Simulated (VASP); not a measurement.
A run of VASP 6.6.1 is set up as follows.

File INCAR:

```
PREC = Accurate
ENCUT = 520
EDIFF = 1E-6
ISMEAR = -1
SIGMA = 0.02
LREAL = Auto
LASPH = T
NELM = 80
ALGO = Normal
ISIF = 2
LWAVE = F
LCHARG = F
GGA = PE
IVDW = 12
NBANDS = 127
```

File KPOINTS:

```
Automatic mesh
0
Gamma
  1 1 1
```

The input POSCAR:

```
Si40H18O
1.0
    7.6791800000      0.0000000000      0.0000000000
    0.0000000000     15.3583590000      0.0000000000
    0.0000000000      0.0000000000     21.2555000000
H Si O
18 40 1
Direct
    0.4093926695      0.0000000000      0.0470466468
    0.0906086327      0.0000000000      0.0470466468
    0.9093939718      0.0000000000      0.0470466468
    0.5906099349      0.0000000000      0.0470466468
    0.4093926695      0.2500006674      0.0470466468
    0.0906086327      0.2500006674      0.0470466468
    0.9093939718      0.2500006674      0.0470466468
    0.5906099349      0.2500006674      0.0470466468
    0.4093926695      0.5000013348      0.0470466468
    0.0906086327      0.5000013348      0.0470466468
    0.9093939718      0.5000013348      0.0470466468
    0.5906099349      0.5000013348      0.0470466468
    0.4093926695      0.7500020022      0.0470466468
    0.0906086327      0.7500020022      0.0470466468
    0.9093939718      0.7500020022      0.0470466468
    0.5906099349      0.7500020022      0.0470466468
    1.1583268005      0.4141327859      0.4357413375
    1.1538992445      0.3225019027      0.4640022582
    0.2500006511      0.0000000000      0.0877655195
    0.7500019533      0.0000000000      0.0877655195
    0.2500006511      0.2500006674      0.0877655195
    0.7500019533      0.2500006674      0.0877655195
    0.2500006511      0.5000013348      0.0877655195
    0.7500019533      0.5000013348      0.0877655195
    0.2500006511      0.7500020022      0.0877655195
    0.7500019533      0.7500020022      0.0877655195
    0.2491411843      0.1230404889      0.1508409588
    0.7523068869      0.1251305559      0.1486015384
    0.2501178511      0.3757237345      0.1520641716
    0.7489471532      0.3747210233      0.1530427419
    0.2501308733      0.6241877794      0.1504081297
    0.7499889311      0.6242463794      0.1509773941
    0.2489849177      0.8748525803      0.1532403378
    0.7527887092      0.8760115583      0.1546046906
   -0.0019012447      0.1093606420      0.2052315871
    0.5054315695      0.1098554865      0.2034485192
    0.0002474223      0.3582023314      0.2150078803
    0.4988944132      0.3616011320      0.2139493308
    0.0008334223      0.6128063552      0.2046623227
    0.4992590355      0.6127737996      0.2046152760
    0.0031774226      0.8650989341      0.2169744301
    0.4993241466      0.8598119109      0.2135400249
    0.0208355580     -0.0085621127      0.2763755263
    0.4833849447     -0.0134519580      0.2680812025
    0.0046880005      0.2360213093      0.2794664910
    0.4957430351      0.2355199537      0.2749500129
   -0.0024742225      0.4874674436      0.2690503634
    0.5024885470      0.4887436216      0.2692150267
    0.0002344000      0.7388810224      0.2758391946
    0.5000013022      0.7371099998      0.2763284797
    0.2648980751      0.0267020715      0.3386323540
    0.7491815532      0.0252305601      0.2986568182
    0.2517846958      0.1524967609      0.2746630284
    0.7483611531      0.1724988978      0.2843640470
    0.2497662511      0.5258178950      0.3165110207
    0.7502363534      0.5271266286      0.3204017784
    0.2491542066      0.6639706755      0.2785679001
    0.7510307090      0.6633846754      0.2770577027
    1.0777843468      0.3685289555      0.4487215074
```

Potentials or basis: VASP PAW PBE potentials, release 64 (H, Si, O).

Launch:

```bash
$ cat potpaw_PBE.64/H/POTCAR potpaw_PBE.64/Si/POTCAR potpaw_PBE.64/O/POTCAR > POTCAR
$ mpirun -np 1 vasp_gam > vasp.out
```

Predict the band gap on the k mesh.

0.98 eV.

What does it give for the largest force?

1.000 eV/Å.

Estimate the dispersion energy per atom.

-0.178 eV.

Forces on the atoms (eV/Å):
```
H   -0.831 -0.011  0.151
H    0.820 -0.021  0.149
H   -0.850 -0.120  0.095
H    0.846 -0.104  0.121
H   -0.944 -0.143  0.136
H    0.939 -0.118  0.137
H   -0.943  0.000  0.086
H    0.941 -0.051  0.093
H   -0.835 -0.065  0.136
H    0.841 -0.053  0.130
H   -0.843 -0.042  0.137
H    0.839 -0.046  0.139
H   -0.987 -0.022  0.128
H    0.975 -0.061  0.100
H   -0.978 -0.066  0.105
H    0.984 -0.010  0.143
H   -0.044  0.095 -0.062
H   -0.058 -0.022 -0.004
Si  -0.001 -0.423  0.113
Si   0.049 -0.155  0.050
Si  -0.003  0.320  0.046
Si   0.019  0.438 -0.275
Si  -0.031 -0.052 -0.002
Si   0.027 -0.194  0.195
Si  -0.078  0.275 -0.100
Si   0.103  0.357  0.114
Si   0.228  0.498 -0.178
Si   0.084 -0.041 -0.473
Si  -0.158 -0.709 -0.071
Si   0.175 -0.555 -0.324
Si  -0.012  0.346 -0.590
Si   0.004  0.375 -0.653
Si   0.017 -0.547 -0.525
Si  -0.014 -0.528 -0.492
Si  -0.716  0.478  0.509
Si   0.361  0.423  0.223
Si  -0.033  0.204 -0.603
Si   0.033 -0.130 -0.489
Si   0.011  0.230  0.467
Si  -0.002  0.288  0.447
Si  -0.095  0.183 -0.528
Si   0.068 -0.051 -0.580
Si   0.591 -0.193 -0.107
Si  -0.172  0.185  0.353
Si   0.638 -0.195 -0.271
Si  -0.639  0.191 -0.314
Si  -0.016  0.060 -0.029
Si   0.012  0.087  0.050
Si   0.012 -0.238 -0.075
Si  -0.006 -0.110 -0.088
Si  -0.387  0.373 -0.081
Si  -0.154  0.601  0.279
Si  -0.147 -0.063  0.713
Si   0.254 -0.839  0.095
Si  -0.043  0.141  0.512
Si   0.061  0.198  0.399
Si  -0.020 -0.120  0.202
Si   0.012 -0.198  0.210
O    0.098 -0.050 -0.049
```

Caveat: the k points lie up to 0.82 Å⁻¹ apart.
